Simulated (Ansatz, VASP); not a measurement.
## MgO in VASP and in Ansatz

INCAR

```
SYSTEM = MgO
PREC     = Accurate       ! precision mode
ENCUT    = 520            ! plane-wave cutoff, eV
EDIFF    = 1E-6           ! SCF threshold, eV
ISMEAR   = 0              ! smearing method
SIGMA    = 0.05           ! smearing width, eV
LREAL    = .FALSE.        ! projectors in reciprocal space
LASPH    = .TRUE.         ! aspherical terms in the spheres
NELM     = 80             ! most SCF steps
ALGO     = Normal         ! electronic algorithm
ISIF     = 2              ! what is computed and relaxed
LWAVE    = .FALSE.        ! write WAVECAR
LCHARG   = .FALSE.        ! write CHGCAR
GGA      = PS             ! functional
NBANDS   = 11             ! bands
```

File KPOINTS:

```
regular mesh
0
G
  10 10 10
  0 0 0
```

Contents of POSCAR:

```
MgO
1.0
    0.0000000000      2.2124610065      2.1597833635
    2.2124610065      0.0000000000      2.1597833635
    2.2124610065      2.2124610065      0.0000000000
Mg O
1 1
Direct
    0.0000000000      0.0000000000      0.0000000000
    0.5000000000      0.5000000000      0.5000000000
```

Input for Ansatz:

```yaml
crystal:
  lattice:
    - [0.0, 2.2124610065, 2.1597833635]
    - [2.2124610065, 0.0, 2.1597833635]
    - [2.2124610065, 2.2124610065, 0.0]
  atoms:
    - { symbol: Mg, position: [0.0, 0.0, 0.0] }
    - { symbol: O, position: [0.5, 0.5, 0.5] }
basis:
  ecutwfc: 420
kpoints:
  mp_grid: { grid: [10, 10, 10] }
hamiltonian:
  xc: pbesol
scf:
  occupations: { method: gaussian, width: 0.05 }
output:
  forces: true
  stress: true
  eigenvalues: true
```

Change from the starting cell: strain +0.050 along x and y, +0.025 along z, atoms carried along.

Alike in both runs: task single point; functional PBEsol; k mesh 10 × 10 × 10; occupations gaussian, width 0.05 eV; no spin polarisation.

```csv
,VASP,Ansatz
version,VASP 6.6.1,Ansatz 0.2.0
potentials or method,"VASP PAW PBE potentials, release 64 (Mg, O), cutoff 520 eV","scalar-relativistic, plane waves, PAW"
valence electrons in the cell,8,16
```

|  | VASP | Ansatz | Ansatz less VASP |
| --- | --- | --- | --- |
| gap on the k mesh at the Fermi level (eV) | 3.51 | 3.52 | +0.006 |
| least direct gap on the mesh (eV) | 3.51 | 3.52 | +0.006 |
| pressure (GPa) | -15.4 | -14.8 | +0.61 |
| traceless stress, the component that is largest in VASP (GPa) | 1.46 | 1.47 | +0.010 |

VASP's potentials were made for PBE, not for PBEsol. VASP's potentials hold 8 valence electrons a cell and Ansatz's 16, so a difference there can come from the potentials and not from the codes.
